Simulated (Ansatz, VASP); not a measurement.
AlN in VASP and in Ansatz

File INCAR:

```
PREC = Accurate
ENCUT = 520
EDIFF = 1E-6
ISMEAR = 0
SIGMA = 0.05
LREAL = F
LASPH = T
NELM = 100
ALGO = Normal
ISIF = 2
LWAVE = F
LCHARG = F
NBANDS = 26
```

Contents of KPOINTS:

```
Automatic mesh
0
Gamma
  8 8 3
```

POSCAR

```
AlN
1.0
   -3.0886152975      0.0000000000      0.0000000000
   -1.5443076488     -2.6748193102      0.0000000000
   -0.2573846081     -0.4458032184     10.1871685333
Al N
4 4
Direct
    0.3333333333      0.1870210417      0.8778737497
    0.3333333333      0.2679003075      0.3925981551
    0.6666666667      0.6416732737      0.1499603578
    0.6666666667      0.5607940079      0.6352359524
    0.3333333333      0.3178870934      0.0926774394
    0.3333333333      0.2370078277      0.5779530340
    0.6666666667      0.6107807939      0.3353152367
    0.6666666667      0.5299015281      0.8205908312
```

Input for Ansatz:

```yaml
crystal:
  lattice:
    - [-3.0886152975, 0.0, 0.0]
    - [-1.5443076488, -2.6748193102, 0.0]
    - [-0.2573846081, -0.4458032184, 10.1871685333]
  atoms:
    - { symbol: Al, position: [0.3333333333, 0.1870210417, 0.8778737497] }
    - { symbol: Al, position: [0.3333333333, 0.2679003075, 0.3925981551] }
    - { symbol: Al, position: [0.6666666667, 0.6416732737, 0.1499603578] }
    - { symbol: Al, position: [0.6666666667, 0.5607940079, 0.6352359524] }
    - { symbol: "N", position: [0.3333333333, 0.3178870934, 0.0926774394] }
    - { symbol: "N", position: [0.3333333333, 0.2370078277, 0.577953034] }
    - { symbol: "N", position: [0.6666666667, 0.6107807939, 0.3353152367] }
    - { symbol: "N", position: [0.6666666667, 0.5299015281, 0.8205908312] }
basis:
  ecutwfc: 520.0
kpoints:
  mp_grid: { grid: [8, 8, 3] }
hamiltonian:
  xc: lda
  pseudopotentials: { kind: paw, azcp: { folder: soft_1 } }
scf:
  occupations: { method: gaussian, width: 0.05 }
output:
  forces: true
  stress: true
  eigenvalues: true
```

Alike in both runs: task single point; functional LDA; k mesh 8 × 8 × 3; occupations gaussian, width 0.05 eV; no spin polarisation.

|  | VASP | Ansatz |
| --- | --- | --- |
| version | VASP 6.6.1 | Ansatz 0.2.0 |
| potentials or method | VASP PAW LDA potentials, release 64 (Al, N), cutoff 520 eV | scalar-relativistic, plane waves, PAW |
| valence electrons in the cell | 32 | 32 |

Ansatz gave:

```
gap on the k mesh at the Fermi level (eV)                     : 3.60
least direct gap on the mesh (eV)                             : 3.60
pressure (GPa)                                                : -3.8
traceless stress, the component that is largest in VASP (GPa) : -4.25
rms of the force components (eV/Å)                            : 0.552
```

Question: Estimate VASP's values.

Answer: gap on the k mesh at the Fermi level (eV): 3.61; least direct gap on the mesh (eV): 3.61; pressure (GPa): -3.2; traceless stress, the component that is largest in VASP (GPa): -4.40; rms of the force components (eV/Å): 0.557.

Ansatz warns that its potentials were made for another functional, while VASP's fit it. LDA's correlation is that of Perdew and Zunger in VASP and of Perdew and Wang (1992) in Ansatz. Atom by atom the forces differ by 0.008 eV/Å (rms over components).
